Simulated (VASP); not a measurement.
## Cu: relaxation of cell and atoms with PBEsol

Cu:

```
CELL_PARAMETERS angstrom
0.00000 1.95324 1.95324
1.95324 0.00000 1.95324
1.95324 1.95324 0.00000
ATOMIC_POSITIONS crystal
Cu 0.87500 0.87500 0.87500
Cu 0.12500 0.12500 0.12500
```

```
Program                : VASP 6.6.1
Task                   : relaxation of cell and atoms
Functional             : PBEsol
Potentials or basis    : VASP PAW PBE potentials, release 64 (Cu)
Cutoff                 : 600 eV
k mesh                 : 16 × 16 × 16
Occupations            : fermi-dirac, width 0.08 eV
Spin                   : no spin polarisation
Target pressure        : 290 GPa
Dipole correction      : no
Further INCAR settings : ALGO = Normal; EDIFF = 1e-06; IBRION = 2; EDIFFG = -0.005; NSW = 60; ISIF = 3
```

| Item | Value |
| --- | --- |
| Relaxed volume | 8.62 Å³/atom |
| Relaxed cell | a = 2.900 Å, b = 2.900 Å, c = 2.900 Å, α = 60.00°, β = 60.00°, γ = 60.00° |
| Space group after relaxing (to 0.05 Å) | Fd-3m (No. 227) |
| Energy change on relaxing (the enthalpy is what falls) | -2710.1 meV/atom |
| Ionic steps | 16 |
| Pressure after relaxing | 290.0 GPa |
| Band gap on the k mesh | zero (band 11 reaches 14.55 eV, above the bottom of band 12 at 12.95 eV) |

The path:
```tsv
step	energy change (eV)	largest force (eV/Å)	pressure (GPa)	volume (Å³)
1	0.0000	0.0000	467.25	14.90
2	-13.6949	0.0000	-6.81	40.70
3	-7.7188	0.0000	213.63	18.71
4	-5.5472	0.0000	285.95	17.31
5	-5.4240	0.0000	289.70	17.24
6	-5.3349	0.0000	292.73	17.19
7	-5.3447	0.0000	292.54	17.20
8	-5.3738	0.0000	291.56	17.21
9	-5.3743	0.0000	291.39	17.21
10	-5.3757	0.0000	291.06	17.21
11	-5.3786	0.0000	291.25	17.22
12	-5.3844	0.0000	291.16	17.22
13	-5.3960	0.0000	290.85	17.23
14	-5.4192	0.0000	290.10	17.24
15	-5.4222	0.0000	289.82	17.24
16	-5.4203	0.0000	290.04	17.24
```

Final structure:
```
Cu
1.0
     0.00000    2.05033    2.05033
     2.05033    0.00000    2.05033
     2.05033    2.05033    0.00000
Cu
2
Cartesian
  3.5881 3.5881 3.5881
  0.5126 0.5126 0.5126
```

Levels at points of the mesh, in eV from the Fermi level:
| k point | band 9 | band 10 | band 11 | band 12 | band 13 | band 14 |
| --- | --- | --- | --- | --- | --- | --- |
| (0.00, 0.00, 0.00) | -4.51 | -2.19 | -2.19 | 16.59 | 16.59 | 16.59 |
| (0.50, 0.00, 0.00) | -3.67 | -2.59 | -2.59 | -0.04 | 12.11 | 12.11 |
| (0.50, 0.50, 0.00) | -2.33 | -2.33 | 0.32 | 0.32 | 4.39 | 4.39 |

Wall time 2.9 min on 1 thread of Intel Xeon 6975P-C, on a shared host, peak memory 0.18 GiB.

Caveat: the cell is relaxed towards a set pressure, so the enthalpy falls and the energy may rise; the volume moved by over 15 % at a fixed basis, so the end points are rough; the PAW data sets were made with another functional, which shifts forces and pressure a little.
